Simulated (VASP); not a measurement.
Runs of VASP 6.6.1 on MgO. The structure is that of space group P4/mmm (No. 123), or close to it. The cells are those of the table. 

```csv
task,spin,cell,k mesh,cutoff (eV),smearing,gap on the mesh (eV),pressure (GPa),relaxed volume (Å³/atom)
single point,off,"a = 3.642, b = 3.642, c = 2.414 Å, 2 atoms",6 × 6 × 8,520,gaussian 0.1 eV,none,-10.2,-
single point,off,"a = 2.829, b = 2.829, c = 4.446 Å, 2 atoms",6 × 6 × 8,520,gaussian 0.1 eV,(b),-0.2,-
relaxation of cell and atoms,off,"relaxed from a = 3.642, b = 3.642, c = 2.414 Å, 2 atoms",6 × 6 × 8,600,gaussian 0.1 eV,1.48,0.2,(c)
single point,"collinear, ferromagnetic start","a = 3.642, b = 3.642, c = 2.414 Å, 2 atoms",6 × 6 × 8,520,gaussian 0.1 eV,none,-10.2,-
single point,off,"a = 2.829, b = 2.829, c = 5.082 Å, 2 atoms",10 × 10 × 6,520,gaussian 0.02 eV,2.27,-0.2,-
relaxation of cell and atoms,off,"relaxed from a = 2.829, b = 2.829, c = 4.446 Å, 2 atoms",10 × 10 × 6,600,gaussian 0.02 eV,2.19,0.0,19.03
relaxation of cell and atoms,off,"relaxed from a = 2.829, b = 2.829, c = 5.082 Å, 2 atoms",10 × 10 × 6,600,gaussian 0.02 eV,(a),0.0,18.49
```

Alike in all rows: level PBE; potentials or basis VASP PAW PBE potentials, release 64 (Mg, O).

Problem. Fill in the values left out.

Solution. (a) 2.15; (b) 2.07; (c) 13.34.

Caveats: the volume moved by over 15 % at a fixed basis, so the end points are rough (some runs).

A k mesh can miss the band edges.

A gap of «none» marks levels without a gap at the run's occupations.
